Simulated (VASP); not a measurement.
Crystal: Bi.

```
Bi
1.0
     0.00000    3.50330    3.50330
     3.50330    0.00000    3.50330
     3.50330    3.50330    0.00000
Bi
2
Direct
  0.12500 0.12500 0.12500
  0.87500 0.87500 0.87500
```

This isn't the form of Bi at room conditions, which is rhombohedral.

```yaml
Program: VASP 6.6.1
Task: relaxation of cell and atoms
Functional: revPBE
Potentials_or_basis: VASP PAW PBE potentials, release 64 (Bi_d)
Cutoff: 600 eV
k_mesh: 8 × 8 × 8
Occupations: fermi-dirac, width 0.1 eV
Spin: no spin polarisation
```

At the start: pressure 5.3 GPa; volume 43.00 Å³/atom.

**Question.** Where does the relaxation end?

**Answer.** Over 3 steps the energy falls by 98.1 meV/atom and the volume is 49.64 Å³/atom (+15.5 %); space group Fd-3m (No. 227, to 0.1 Å) before and after.

The path:
```
step  energy change (eV)  largest force (eV/Å)  pressure (GPa)  volume (Å³)
   1              0.0000                0.0000            5.35        85.99
   2             -0.1710                0.0000           -1.33       105.11
   3             -0.1961                0.0000            0.03        99.28
```

Final structure:
```
Bi
1.0
     0.00000    3.67520    3.67520
     3.67520    0.00000    3.67520
     3.67520    3.67520    0.00000
Bi
2
Direct
  0.12500 0.12500 0.12500
  0.87500 0.87500 0.87500
```

Caveat: the volume moved by over 15 % at a fixed basis, so the end points are rough; the PAW data sets were made with another functional, which shifts forces and pressure a little.
